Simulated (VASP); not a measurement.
# Be3SbP (Pm-3m) in VASP: notebook, part 3 of 3

VASP 6.6.1.

### Step 6. Relaxation of cell and atoms, PBEsol

Input file INCAR:

```
SYSTEM = Be3SbP
PREC     = Accurate       ! precision mode
ENCUT    = 600            ! plane-wave cutoff, eV
EDIFF    = 1E-6           ! SCF threshold, eV
ISMEAR   = -1             ! smearing method
SIGMA    = 0.15           ! smearing width, eV
LREAL    = .FALSE.        ! projectors in reciprocal space
LASPH    = .TRUE.         ! aspherical terms in the spheres
NELM     = 100            ! most SCF steps
ALGO     = Normal         ! electronic algorithm
ISIF     = 3              ! what is computed and relaxed
LWAVE    = .FALSE.        ! write WAVECAR
LCHARG   = .FALSE.        ! write CHGCAR
GGA      = PS             ! functional
IBRION   = 2              ! ionic algorithm
NSW      = 80             ! ionic steps
EDIFFG   = -0.001         ! ionic threshold
```

Input file KPOINTS:

```
Automatic mesh
0
G
  8 8 8
  0 0 0
```

Input file POSCAR:

```
Be3SbP
1.0
    4.2090720562      0.0000000000      0.0000000000
    0.0000000000      4.2090720562      0.0000000000
    0.0000000000      0.0000000000      4.2090720562
Be Sb P
3 1 1
Direct
    0.0000000000      0.5000000000      0.5000000000
    0.5000000000      0.0000000000      0.5000000000
    0.5000000000      0.5000000000      0.0000000000
    0.0000000000      0.0000000000      0.0000000000
    0.5000000000      0.5000000000      0.5000000000
```

Potentials or basis: VASP PAW PBE potentials, release 64 (Be, Sb, P).

Started as:

```bash
$ cat potpaw_PBE.64/Be/POTCAR potpaw_PBE.64/Sb/POTCAR potpaw_PBE.64/P/POTCAR > POTCAR
$ mpirun -np 1 vasp_std > vasp.out
```

OUTCAR:

```text
SYSTEM = Be3SbP
   PREC = Accurate
   ENCUT = 600
   EDIFF = 1E-6
   ISMEAR = -1
   LREAL = .FALSE.
   LASPH = .TRUE.
   NELM = 100
   ISIF = 3
   GGA = PS
   IBRION = 2
   NSW = 80
   EDIFFG = -0.001

 ion  position               nearest neighbor table
   1  0.000  0.500  0.500-   5 2.10   5 2.10   4 2.98   4 2.98   4 2.98   4 2.98
   2  0.500  0.000  0.500-   5 2.10   5 2.10   4 2.98   4 2.98   4 2.98   4 2.98
   3  0.500  0.500  0.000-   5 2.10   5 2.10   4 2.98   4 2.98   4 2.98   4 2.98
   4  0.000  0.000  0.000-   1 2.98   2 2.98   3 2.98   1 2.98   2 2.98   1 2.98   3 2.98   1 2.98
                             2 2.98   3 2.98   2 2.98   3 2.98
   5  0.500  0.500  0.500-   1 2.10   2 2.10   3 2.10   3 2.10   2 2.10   1 2.10

  LATTYP: Found a simple cubic cell.
 ALAT       =     4.2090720562

  Lattice vectors:

 A1 = (   4.2090720562,   0.0000000000,   0.0000000000)
 A2 = (   0.0000000000,   4.2090720562,   0.0000000000)
 A3 = (   0.0000000000,   0.0000000000,   4.2090720562)

[... 277 lines left out ...]
  band No.  band energies     occupation
      1      -6.3143      2.00000
      2      -1.4842      2.00000
      3       1.2253      2.00000
      4       1.2253      2.00000
      5       1.2253      2.00000
      6       6.1584      1.99042
      7       6.1584      1.99042
      8       7.0991      0.56389
      9       7.0991      0.56389
     10       7.0991      0.56389
     11      10.6682      0.00000
     12      10.7695      0.00000
[... 331 lines left out ...]
 k-point    24 :       0.5000    0.3750    0.1250
  band No.  band energies     occupation
      1      -5.2911      2.00000
      2      -2.3829      2.00000
      3       0.0678      2.00000
      4       0.3312      2.00000
      5       2.0791      2.00000
      6       4.6525      2.00000
      7       5.5079      1.99987
      8       6.4541      1.93318
      9       7.5594      0.03584
     10       8.2683      0.00032
     11       8.9800      0.00000
     12      10.2963      0.00000

 [... further k-points ...]
[... 5 lines left out ...]
  --------------------------------------------------------------------------------------
  -------------------------------------------------------------------------------------
  Total        0.0010009      0.0010009      0.0010009      0.0000000     -0.0000000      0.0000000
  in kB        0.0214200      0.0214200      0.0214200      0.0000000     -0.0000000      0.0000000
  external PRESSURE =       0.0214200 kB  Pullay stress =       0.0000000 kB
[... 20 lines left out ...]
  FREE ENERGIE OF THE ION-ELECTRON SYSTEM (eV)
  ---------------------------------------------------
  free  energy   TOTEN  =       -20.0250129915 eV

  energy  without entropy=      -19.9382977444  energy(sigma->0) =      -19.98165537

 reached required accuracy - stopping structural energy minimisation
```

Wall time 52 s (1 thread of Intel Xeon Platinum 8259CL at 2.50GHz (Skylake/Cascade Lake), shared host); peak memory 0.24 GiB.

What came out:

| Quantity | Value |
| --- | --- |
| Free energy | -20.0250 eV |
| Relaxed volume | 14.97 Å³/atom |
| Relaxed cell | a = 4.215 Å, b = 4.215 Å, c = 4.215 Å, α = 90.00°, β = 90.00°, γ = 90.00° |
| Space group after relaxing (to 0.05 Å) | Pm-3m (No. 221) |
| Energy gained by relaxing | 0.1 meV/atom |
| Ionic steps | 3 |
| Pressure after relaxing | 0.0 GPa |
| Band gap on the k mesh | zero (band 8 reaches 7.13 eV, above the bottom of band 9 at 6.52 eV) |

The path:
| step | energy change (eV) | largest force (eV/Å) | pressure (GPa) | volume (Å³) |
| --- | --- | --- | --- | --- |
| 1 | 0.0000 | 0.0000 | 0.33 | 74.57 |
| 2 | -0.0003 | 0.0000 | -0.05 | 74.91 |
| 3 | -0.0003 | 0.0000 | 0.00 | 74.86 |

Final structure:
```xyz
5
Lattice="4.2146 0.0000 0.0000 0.0000 4.2146 0.0000 0.0000 0.0000 4.2146" Properties=species:S:1:pos:R:3 pbc="T T T"
Be    0.0000    2.1073    2.1073
Be    2.1073    0.0000    2.1073
Be    2.1073    2.1073    0.0000
Sb    0.0000    0.0000    0.0000
P     2.1073    2.1073    2.1073
```

Levels at points of the mesh, in eV from the Fermi level:
```
           k point  band 5  band 6  band 7  band 8  band 9  band 10  band 11  band 12
(0.00, 0.00, 0.00)   -5.73   -0.80   -0.80    0.14    0.14     0.14     3.71     3.81
(0.50, 0.00, 0.00)   -4.19   -3.41   -1.66   -1.66    0.35     1.08     3.72     3.72
(0.50, 0.50, 0.00)   -4.54   -0.39   -0.39    0.16    0.17     0.43     0.85     0.85
(0.50, 0.50, 0.50)   -5.82   -4.69   -4.69   -4.69    3.59     3.59     6.33     6.33
```

Caveat: the PAW data sets were made with another functional, which shifts forces and pressure a little; spin-orbit coupling is left out, which moves the levels of the heavy elements.

### Step 7. Single point, PBEsol

Input file INCAR:

```
ALGO = Normal
EDIFF = 1E-6
ENCUT = 520
GGA = PS
ISIF = 2
ISMEAR = -1
LASPH = True
LCHARG = True
LELF = True
LREAL = False
LVHAR = True
LWAVE = False
NBANDS = 16
NELM = 100
PREC = Accurate
SIGMA = 0.15
```

Input file KPOINTS:

```
k-points
0
Gamma
  8 8 8
```

POSCAR: that of step 6 with these lines changed.

```diff
@@ -2,5 +2,5 @@
 1.0
-    4.2090720562      0.0000000000      0.0000000000
-    0.0000000000      4.2090720562      0.0000000000
-    0.0000000000      0.0000000000      4.2090720562
+    4.2116982080      0.0000000000      0.0000000000
+    0.0000000000      4.2116982080      0.0000000000
+    0.0000000000      0.0000000000      4.2116982080
 Be Sb P
```

Started as:

```bash
$ cat potpaw_PBE.64/Be/POTCAR potpaw_PBE.64/Sb/POTCAR potpaw_PBE.64/P/POTCAR > POTCAR
$ mpirun -np 1 vasp_std > vasp.out
```

It took 27 s on 1 thread of Intel Xeon Platinum 8259CL at 2.50GHz (Skylake/Cascade Lake), shared host; peak memory 0.2 GiB.

The run converged. Its results:

| Item | Value |
| --- | --- |
| Free energy | -20.0246 eV |
| Pressure | 0.2 GPa |
| Band gap on the k mesh | zero (band 8 reaches 7.15 eV, above the bottom of band 9 at 6.54 eV) |

Levels at points of the mesh, in eV from the Fermi level:
| k point | band 4 | band 5 | band 6 | band 7 | band 8 | band 9 | band 10 | band 11 | band 12 | band 13 |
| --- | --- | --- | --- | --- | --- | --- | --- | --- | --- | --- |
| (0.00, 0.00, 0.00) | -5.74 | -5.74 | -0.80 | -0.80 | 0.14 | 0.14 | 0.14 | 3.73 | 3.81 | 3.81 |
| (0.50, 0.00, 0.00) | -4.99 | -4.19 | -3.41 | -1.66 | -1.66 | 0.35 | 1.08 | 3.72 | 3.72 | 3.86 |
| (0.50, 0.50, 0.00) | -7.22 | -4.55 | -0.39 | -0.39 | 0.17 | 0.17 | 0.43 | 0.85 | 0.85 | 3.44 |
| (0.50, 0.50, 0.50) | -5.82 | -5.82 | -4.70 | -4.70 | -4.70 | 3.59 | 3.59 | 6.34 | 6.34 | 6.34 |

Caveat: the PAW data sets were made with another functional, which shifts forces and pressure a little; spin-orbit coupling is left out, which moves the levels of the heavy elements.

### Step 8. Summary

| task | cell | cutoff (eV) | smearing | gap on the mesh (eV) | pressure (GPa) | relaxed volume (Å³/atom) |
| --- | --- | --- | --- | --- | --- | --- |
| single point | a = 4.209 Å, 5 atoms | 520 | gaussian 0.1 eV | none | 0.2 | - |
| relaxation of cell and atoms | relaxed from a = 4.202 Å, 5 atoms | 600 | gaussian 0.1 eV | none | 0.0 | 14.94 |
| single point | a = 4.212 Å, 5 atoms | 520 | fermi-dirac 0.15 eV | none | 0.2 | - |
| relaxation of cell and atoms | relaxed from a = 4.209 Å, 5 atoms | 600 | fermi-dirac 0.15 eV | none | 0.0 | 14.97 |

Alike in all rows: level PBEsol; potentials or basis VASP PAW PBE potentials, release 64 (Be, Sb, P); no spin polarisation; k mesh 8 × 8 × 8.

Caveats: the PAW data sets were made with another functional, which shifts forces and pressure a little; spin-orbit coupling is left out, which moves the levels of the heavy elements.

Absolute energies hang on the potentials; compare differences alone.
